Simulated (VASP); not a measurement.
Set up this calculation in VASP 6.6.1, as the native input.

```yaml
Task: relaxation of cell and atoms
Functional: PBE
Potentials_or_basis: VASP PAW PBE potentials, release 64 (Be, Cd)
Cutoff: 600 eV
k_mesh: 4 × 4 × 6
Occupations: gaussian, width 0.1 eV
Spin: no spin polarisation
Dipole_correction: no
Further_INCAR_settings: ALGO = Normal; EDIFF = 1e-07; IBRION = 2; EDIFFG = -0.04; NSW = 90; ISIF = 3
```

The structure of Be2Cd lies in POSCAR:

```
Be2Cd
1.0
    4.9118859136      0.0000000000      0.0000000000
    0.0000000000      5.0614465424      0.0000000000
    0.0000000000      0.0000000000      3.3060770572
Be Cd
4 2
Direct
    0.2250000000      0.8250000000      0.5000000000
    0.7250000000      0.6750000000      0.0000000000
    0.7750000000      0.1750000000      0.5000000000
    0.2750000000      0.3250000000      0.0000000000
    0.5000000000      0.5000000000      0.5000000000
    0.0000000000      0.0000000000      0.0000000000
```

The input as run:

INCAR

```
ALGO = Normal
EDIFF = 1E-7
EDIFFG = -0.04
ENCUT = 600
GGA = PE
IBRION = 2
ISIF = 3
ISMEAR = 0
LASPH = True
LCHARG = False
LREAL = False
LWAVE = False
NELM = 60
NSW = 90
PREC = Accurate
SIGMA = 0.1
```

KPOINTS

```
k-points
0
Gamma
  4 4 6
```

Potentials or basis: VASP PAW PBE potentials, release 64 (Be, Cd).

Command:

```console
$ cat potpaw_PBE.64/Be/POTCAR potpaw_PBE.64/Cd/POTCAR > POTCAR
$ mpirun -np 1 vasp_std > vasp.out
```

It gave:

```yaml
Relaxed_volume: 13.53 Å³/atom
Relaxed_cell: a = 7.716 Å, b = 2.763 Å, c = 3.809 Å, α = 90.00°, β = 90.00°, γ = 90.00°
Space_group_after_relaxing_to_0.1_Å: Immm (No. 71)
Energy_gained_by_relaxing: 1104.8 meV/atom
Ionic_steps: 39
Pressure_after_relaxing: -0.1 GPa
Largest_force_after_relaxing: 0.024 eV/Å
Band_gap_on_the_k_mesh: zero (bands 16 and 17 overlap by 1.87 eV)
```

Caveat: a cell axis changed by over 15 % at a fixed basis, so the end point is rough.

Run time: 29 min on 1 thread of Intel(R) Xeon(R) Platinum 8375C CPU @ 2.90GHz (Ice Lake) (shared host), peak memory 0.24 GiB.
